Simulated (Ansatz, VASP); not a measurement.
## GaP in VASP and in Ansatz

INCAR

```
SYSTEM = GaP
PREC = Accurate ; ENCUT = 500
EDIFF = 1E-6 ; ISMEAR = 0
SIGMA = 0.02 ; LREAL = .False.
LASPH = .True. ; NELM = 120
ALGO = Normal ; ISIF = 2
LWAVE = .False. ; LCHARG = .False.
GGA = CA ; NBANDS = 16
GGA_COMPAT = .False.
```

File KPOINTS:

```
Automatic mesh
0
Gamma
  8 8 8
  0 0 0
```

Contents of POSCAR:

```
GaP
1.0
    0.0000000000      2.6956551171      2.6956551171
    2.6956551171      0.0000000000      2.6956551171
    2.6956551171      2.6956551171      0.0000000000
Ga P
1 1
Direct
    0.0000000000      0.0000000000      0.0000000000
    0.7500000000      0.7500000000      0.7500000000
```

Input for Ansatz:

```yaml
crystal:
  lattice:
    - [0.0, 2.6956551201, 2.6956551201]
    - [2.6956551201, 0.0, 2.6956551201]
    - [2.6956551201, 2.6956551201, 0.0]
  atoms:
    - { symbol: Ga, position: [0.0, 0.0, 0.0] }
    - { symbol: P, position: [0.75, 0.75, 0.75] }
basis:
  ecutwfc: 420
kpoints:
  mp_grid: { grid: [8, 8, 8] }
  band_path: { path: [VBM, CBM], npoints: 2 }
hamiltonian:
  xc: lda
scf:
  occupations: { method: gaussian, width: 0.02 }
output:
  forces: true
  stress: true
  eigenvalues: true
```

Alike in both runs: task single point; functional LDA; k mesh 8 × 8 × 8; occupations gaussian, width 0.02 eV; no spin polarisation.

|  | VASP | Ansatz |
| --- | --- | --- |
| version | VASP 6.6.1 | Ansatz 0.2.0 |
| potentials or method | VASP PAW LDA potentials, release 64 (Ga_d, P), cutoff 500 eV | scalar-relativistic, plane waves, PAW |
| valence electrons in the cell | 18 | 18 |

|  | VASP | Ansatz | Ansatz less VASP |
| --- | --- | --- | --- |
| gap on the k mesh at the Fermi level (eV) | 1.43 | 1.43 | +0.001 |
| least direct gap on the mesh (eV) | 1.91 | 1.88 | -0.029 |
| pressure (GPa) | 0.1 | 0.0 | -0.08 |

LDA's correlation is that of Perdew and Zunger in VASP and of Perdew and Wang (1992) in Ansatz.
